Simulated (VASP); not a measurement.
# Zr (P6_3/mmc) in VASP: a series of runs, part 2 of 2

VASP 6.6.1. Earlier steps stand in the parts before.

## (4) Relaxation of cell and atoms, LDA

This run uses another cell than the first one, of 21.78 Å³/atom, 1.131 times its volume.

INCAR

```
PREC = Accurate
ENCUT = 600
EDIFF = 1E-6
ISMEAR = -1
SIGMA = 0.1
LREAL = False
LASPH = True
NELM = 80
ALGO = Normal
ISIF = 3
LWAVE = False
LCHARG = False
IBRION = 2
NSW = 60
EDIFFG = -0.005
```

KPOINTS

```
Automatic mesh
0
Gamma
  15 15 8
```

POSCAR

```
Zr
1.0
    3.1432143070      0.0000000000      0.0000000000
   -1.5716071535      2.7221034394      0.0000000000
    0.0000000000      0.0000000000      5.0920071773
Zr
2
Direct
    0.3333333333      0.6666666667      0.2500000000
    0.6666666667      0.3333333333      0.7500000000
```

Potentials or basis: VASP PAW LDA potentials, release 64 (Zr_sv).

Run with:

```sh
$ cat potpaw_LDA.64/Zr_sv/POTCAR > POTCAR
$ mpirun -np 1 vasp_std > vasp.out
```

OUTCAR:

```text
PREC = Accurate
   ENCUT = 600
   EDIFF = 1E-6
   ISMEAR = -1
   LREAL = False
   LASPH = True
   NELM = 80
   ISIF = 3
   IBRION = 2
   NSW = 60
   EDIFFG = -0.005

 ion  position               nearest neighbor table
   1  0.333  0.667  0.250-   2 3.13   2 3.13   2 3.13   2 3.13   2 3.13   2 3.13
   2  0.667  0.333  0.750-   1 3.13   1 3.13   1 3.13   1 3.13   1 3.13   1 3.13

  LATTYP: Found a hexagonal cell.
 ALAT       =     3.1432143070
 C/A-ratio  =     1.6200000000

  Lattice vectors:

 A1 = (   3.1432143070,   0.0000000000,   0.0000000000)
 A2 = (  -1.5716071535,   2.7221034394,   0.0000000000)
 A3 = (   0.0000000000,   0.0000000000,   5.0920071773)

Analysis of symmetry for initial positions (statically):
=====================================================================
 Subroutine PRICEL returns:
 Original cell was already a primitive cell.

 Routine SETGRP: Setting up the symmetry group for a
 hexagonal supercell.

 Subroutine GETGRP returns: Found 24 space group operations
 (whereof 12 operations were pure point group operations)
 out of a pool of 24 trial point group operations.

The static configuration has the point symmetry D_3d.
 The point group associated with its full space group is D_6h.
[... 166 lines left out ...]

  FORCE on cell =-STRESS in cart. coord.  units (eV):
  Direction    XX          YY          ZZ          XY          YZ          ZX
  --------------------------------------------------------------------------------------
  -------------------------------------------------------------------------------------
  Total        0.0259090      0.0259090      0.0667775      0.0000000     -0.0000000      0.0000000
  in kB        0.9527819      0.9527819      2.4556863      0.0000000     -0.0000000      0.0000000
  external PRESSURE =       1.4537501 kB  Pullay stress =       0.0000000 kB
[... 95 lines left out ...]
--------------------------------------- Ionic step        4  -------------------------------------------

 number of electron      24.0000000 magnetization

 Free energy of the ion-electron system (eV)
  ---------------------------------------------------
  ext. energy  EPLUGINS =         0.00000000
  ---------------------------------------------------
  free energy    TOTEN  =       -18.61862277 eV

  energy without entropy =      -18.54948215  energy(sigma->0) =      -18.58405246

 E-fermi :   9.5053     XC(G=0): -11.5943

 val. band max:        9.5029571162   @ k =   0.0000   0.0000   0.5000
 cond. band min:       9.5152213250   @ k =   0.4667   0.0667   0.0000
 fundamental gap:      0.0122642088
 Fermi energy:         9.5053297985

 k-point     1 :       0.0000    0.0000    0.0000
  band No.  band energies     occupation
      1     -38.8963      2.00000
      2     -38.7023      2.00000
      3     -17.6736      2.00000
      4     -16.5961      2.00000
      5     -16.5961      2.00000
      6     -16.4575      2.00000
[... 433 lines left out ...]
      3     -17.4185      2.00000
      4     -17.2221      2.00000
      5     -17.0535      2.00000
      6     -17.0389      2.00000
[... 8 lines left out ...]
     15      11.1876      0.00000
     16      13.9793      0.00000

 [... further k-points ...]
[... 5 lines left out ...]
  --------------------------------------------------------------------------------------
  -------------------------------------------------------------------------------------
  Total       -0.0090622     -0.0090622      0.0076329      0.0000000      0.0000000      0.0000000
  in kB       -0.3328662     -0.3328662      0.2803665      0.0000000      0.0000000      0.0000000
  external PRESSURE =      -0.1284553 kB  Pullay stress =       0.0000000 kB
[... 17 lines left out ...]
  FREE ENERGIE OF THE ION-ELECTRON SYSTEM (eV)
  ---------------------------------------------------
  free  energy   TOTEN  =       -18.6186227656 eV

  energy  without entropy=      -18.5494821463  energy(sigma->0) =      -18.58405246

 reached required accuracy - stopping structural energy minimisation
```

OSZICAR:

```text
N       E                     dE             d eps       ncg     rms          rms(c)
DAV:   1     0.241261181323E+03    0.24126E+03   -0.14817E+04  4320   0.168E+03
DAV:   2    -0.371660777380E+01   -0.24498E+03   -0.24252E+03  5408   0.445E+02
[... 25 lines left out ...]
   3 F= -.18618615E+02 E0= -.18584060E+02  d E =-.293822E-04
       N       E                     dE             d eps       ncg     rms          rms(c)
DAV:   1    -0.186186704296E+02   -0.55491E-04   -0.27785E-03  4352   0.502E-01    0.417E-02
DAV:   2    -0.186186328253E+02    0.37604E-04   -0.96540E-05  4896   0.812E-02    0.182E-02
DAV:   3    -0.186186225842E+02    0.10241E-04   -0.41881E-05  5768   0.478E-02    0.574E-03
DAV:   4    -0.186186227656E+02   -0.18138E-06   -0.10250E-06  3200   0.888E-03
   4 F= -.18618623E+02 E0= -.18584052E+02  d E =-.764321E-05
```

CONTCAR:

```text
Zr
   1.00000000000000
     3.1433291693169676    0.0000000000000000    0.0000000000000000
    -1.5716645846584838    2.7222029130844319    0.0000000000000000
     0.0000000000000000   -0.0000000000000000    5.0975744718163263
  Zr
     2
Direct
     0.3333333332999970    0.6666666667000030    0.2500000000000000
     0.6666666667000030    0.3333333332999970    0.7500000000000000

  0.00000000E+00  0.00000000E+00  0.00000000E+00
  0.00000000E+00  0.00000000E+00  0.00000000E+00
```

It took 6.5 min on 1 thread of Intel Xeon 8259CL, shared host; peak memory 0.23 GiB.

What came out:

| Property | Result |
| --- | --- |
| Free energy | -18.6186 eV |
| Relaxed volume | 21.81 Å³/atom |
| Relaxed cell | a = 3.143 Å, b = 3.143 Å, c = 5.098 Å, α = 90.00°, β = 90.00°, γ = 120.00° |
| Space group after relaxing (to 0.05 Å) | P6_3/mmc (No. 194) |
| Energy gained by relaxing | 0.0 meV/atom |
| Ionic steps | 4 |
| Pressure after relaxing | 0.0 GPa |
| Band gap on the k mesh | zero (band 12 reaches 10.54 eV, above the bottom of band 13 at 9.19 eV) |

Final structure:
```xyz
2
Lattice="3.1433 0.0000 0.0000 -1.5717 2.7222 0.0000 0.0000 0.0000 5.0976" Properties=species:S:1:pos:R:3 pbc="T T T"
Zr    0.0000    1.8148    1.2744
Zr    1.5717    0.9074    3.8232
```

## (5) Summary

```csv
cell,gap on the mesh (eV),pressure (GPa)
"relaxed to 15 GPa from a = 3.017, b = 3.017, c = 4.888 Å, angles 90.0, 90.0, 120.0°, 2 atoms",none,15.0
"relaxed to 15 GPa from a = 2.987, b = 2.987, c = 4.986 Å, angles 90.0, 90.0, 120.0°, 2 atoms",none,15.0
"relaxed from a = 3.143, b = 3.143, c = 5.092 Å, angles 90.0, 90.0, 120.0°, 2 atoms",none,0.0
```

Alike in all rows: task relaxation of cell and atoms; level LDA; potentials or basis VASP PAW LDA potentials, release 64 (Zr_sv); no spin polarisation; k mesh 15 × 15 × 8; cutoff (eV) 600; smearing fermi-dirac 0.1 eV.

Caveats: the cell is relaxed towards a set pressure, so the enthalpy falls and the energy may rise (some runs).

Total energies depend on the potentials used, so only differences within one code and one set of settings carry meaning.
